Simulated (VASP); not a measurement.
# ZnS: relaxation of cell and atoms with PBE+D3(BJ)

The system is ZnS.

```xyz
2
Lattice="0.0000 2.7215 2.7215 2.7215 0.0000 2.7215 2.7215 2.7215 0.0000" Properties=species:S:1:pos:R:3 pbc="T T T"
Zn    1.3607    1.3607    1.3607
S     0.0000    0.0000    0.0000
```

```
Program                : VASP 6.6.1
Task                   : relaxation of cell and atoms
Functional             : PBE
Dispersion             : D3(BJ)
Potentials or basis    : VASP PAW PBE potentials, release 64 (Zn, S)
Cutoff                 : 600 eV
k mesh                 : 10 × 10 × 10
Occupations            : gaussian, width 0.02 eV
Spin                   : no spin polarisation
Dipole correction      : no
Further INCAR settings : ALGO = Normal; EDIFF = 1e-06; IBRION = 2; EDIFFG = -0.005; NSW = 70; ISIF = 3
```

```yaml
Relaxed_volume: 19.48 Å³/atom
Relaxed_cell: a = 3.805 Å, b = 3.805 Å, c = 3.805 Å, α = 60.00°, β = 60.00°, γ = 60.00°
Space_group_after_relaxing_to_0.05_Å: F-43m (No. 216)
Energy_gained_by_relaxing: 5.6 meV/atom
Ionic_steps: 5
Pressure_after_relaxing: 0.0 GPa
Band_gap_on_the_k_mesh: 2.17 eV, direct
Dispersion_energy_per_atom: -0.313 eV
```

The path:
```
step  energy change (eV)  largest force (eV/Å)  pressure (GPa)  volume (Å³)
   1              0.0000                0.0000           -2.49        40.31
   2             -0.0101                0.0000            0.91        38.51
   3             -0.0112                0.0000           -0.10        38.93
   4             -0.0112                0.0000            0.10        38.89
   5             -0.0111                0.0000           -0.03        38.96
```

Final structure:
```
Zn S
1.0
     0.00000    2.69060    2.69060
     2.69060    0.00000    2.69060
     2.69060    2.69060    0.00000
Zn S
1 1
Cartesian
  1.3453 1.3453 1.3453
  2.6906 0.0000 2.6906
```

Levels at points of the mesh, in eV from the valence-band top:
```
           k point  band 7  band 8  band 9  band 10  band 11  band 12
(0.00, 0.00, 0.00)    0.00    0.00    0.00     2.17     6.39     6.39
(0.50, 0.00, 0.00)   -5.37   -0.88   -0.88     3.34     6.92     6.92
(0.50, 0.50, 0.00)   -4.61   -2.27   -2.27     3.38     4.07    11.07
```

Run time: 3.7 min on 1 thread of AMD EPYC 7R13, on a shared host, peak memory 0.18 GiB.
